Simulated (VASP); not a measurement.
A run of VASP 6.6.1 is set up as follows.

INCAR

```
ALGO = Normal
EDIFF = 1E-6
ENCUT = 520
ISIF = 2
ISMEAR = 0
LASPH = T
LCHARG = T
LELF = T
LREAL = F
LVHAR = T
LWAVE = F
NBANDS = 11
NELM = 100
PREC = Accurate
SIGMA = 0.05
```

The input KPOINTS:

```
k-points
0
Gamma
  12 12 12
```

POSCAR

```
C
1.0
    0.0000000000      1.7800050145      1.7376408951
    1.7800050145      0.0000000000      1.7376408951
    1.7800050145      1.7800050145      0.0000000000
C
2
Direct
    0.5000000000      0.5000000000      0.5000000000
    0.7500000000      0.7500000000      0.7500000000
```

Potentials or basis: VASP PAW LDA potentials, release 64 (C).

The run is started by

```sh
$ cat potpaw_LDA.64/C/POTCAR > POTCAR
$ mpirun -np 1 vasp_std > vasp.out
```

Task: Predict the pressure.

Result: 1.7 GPa.

Task: Estimate the band gap on the k mesh.

Result: 3.58 eV, indirect (least direct gap 5.19 eV).

Stress tensor (GPa, compression positive):
```
-5.77  0.00  0.00
 0.00 -5.77  0.00
 0.00  0.00 16.65
```

 A k mesh can miss the band edges.
